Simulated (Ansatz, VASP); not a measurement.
# Two plane-wave programs on KCl

```
CELL_PARAMETERS angstrom
-0.14579 3.10441 3.10441
3.10441 -0.14579 3.10441
3.10441 3.10441 -0.14579
ATOMIC_POSITIONS crystal
K 0.00000 0.00000 0.00000
Cl 0.50000 0.50000 0.50000
```

Change from the starting cell: epitaxial_111 strain +3.4%.

Alike in both runs: task single point; functional r2SCAN; k mesh 8 × 8 × 8; no spin polarisation.

|  | VASP | Ansatz |
| --- | --- | --- |
| version | VASP 6.6.1 | Ansatz 0.2.0 |
| potentials or method | VASP PAW PBE potentials, release 64 (K_sv, Cl) | plane waves, PAW |
| plane-wave cutoff (eV) | 520 | 500 |
| occupations | gaussian, width 0.01 eV | fixed |
| valence electrons in the cell | 16 | 16 |

Ansatz gave:

| Item | Value |
| --- | --- |
| gap on the k mesh at the Fermi level (eV) | 5.63 |
| pressure (GPa) | -0.5 |
| traceless stress, the component that is largest in VASP (GPa) | 0.27 |

**Question.** What did VASP give for the same quantities?

**Answer.** gap on the k mesh at the Fermi level (eV): 5.63; pressure (GPa): -0.6; traceless stress, the component that is largest in VASP (GPa): 0.27.

VASP's potentials were made for PBE, not for r2SCAN.
